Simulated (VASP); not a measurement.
Write the native input for VASP 6.6.1 that does the following.

```yaml
Task: single point
Functional: PBE
Potentials_or_basis: VASP PAW PBE potentials, release 64 (Mg, Sn_d, N)
Cutoff: 520 eV
k_mesh: 12 × 12 × 4
Occupations: gaussian, width 0.1 eV
Spin: no spin polarisation
Dipole_correction: no
Further_INCAR_settings: ALGO = Normal; EDIFF = 1e-07; NBANDS = 27
```

The structure of Mg5SnN2 lies in POSCAR:

```
Mg5SnN2
1.0
    3.4347784363      0.0000000000      0.0000000000
   -1.7173892181      2.9746053822      0.0000000000
    0.0000000000      0.0000000000     13.8458429921
Mg Sn N
5 1 2
Direct
    0.3333333333      0.6666666667      0.2064736825
    0.6666666667      0.3333333333      0.8525047950
    0.0000000000      0.0000000000      0.3591984474
    0.0000000000      0.0000000000      0.6623853795
    0.3333333333      0.6666666667      0.5171816747
    0.0000000000      0.0000000000      0.0376444875
    0.3333333333      0.6666666667      0.3602316856
    0.6666666667      0.3333333333      0.5877098479
```

This cell differs from its parent crystal: atoms taken out.

These files were run (other wordings do the same):

INCAR

```
SYSTEM = Mg5SnN2
PREC     = Accurate       ! precision mode
ENCUT    = 520            ! plane-wave cutoff, eV
EDIFF    = 1E-7           ! SCF threshold, eV
ISMEAR   = 0              ! smearing method
SIGMA    = 0.1            ! smearing width, eV
LREAL    = .False.        ! projectors in reciprocal space
LASPH    = .True.         ! aspherical terms in the spheres
NELM     = 80             ! most SCF steps
ALGO     = Normal         ! electronic algorithm
ISIF     = 2              ! what is computed and relaxed
LWAVE    = .False.        ! write WAVECAR
LCHARG   = .True.         ! write CHGCAR
GGA      = PE             ! functional
LELF     = .True.         ! ELF
LVHAR    = .True.       
NBANDS   = 27             ! bands
```

KPOINTS

```
Automatic mesh
0
Gamma
  12 12 4
  0 0 0
```

Potentials or basis: VASP PAW PBE potentials, release 64 (Mg, Sn_d, N).

Command:

```bash
$ cat potpaw_PBE.64/Mg/POTCAR potpaw_PBE.64/Sn_d/POTCAR potpaw_PBE.64/N/POTCAR > POTCAR
$ mpirun -np 1 vasp_std > vasp.out
```

Results of the run:

```yaml
Pressure: -0.2 GPa
Largest_force: 0.013 eV/Å
Band_gap_on_the_k_mesh: zero (bands 17 and 18 overlap by 1.01 eV)
```

Caveat: the cell differs from its parent crystal (atoms taken out); spin-orbit coupling is left out, which moves the levels of the heavy elements.

Run time: 4.8 min on 1 thread of Intel(R) Xeon(R) Platinum 8488C (Sapphire Rapids), with other jobs on the host, peak memory 0.44 GiB.
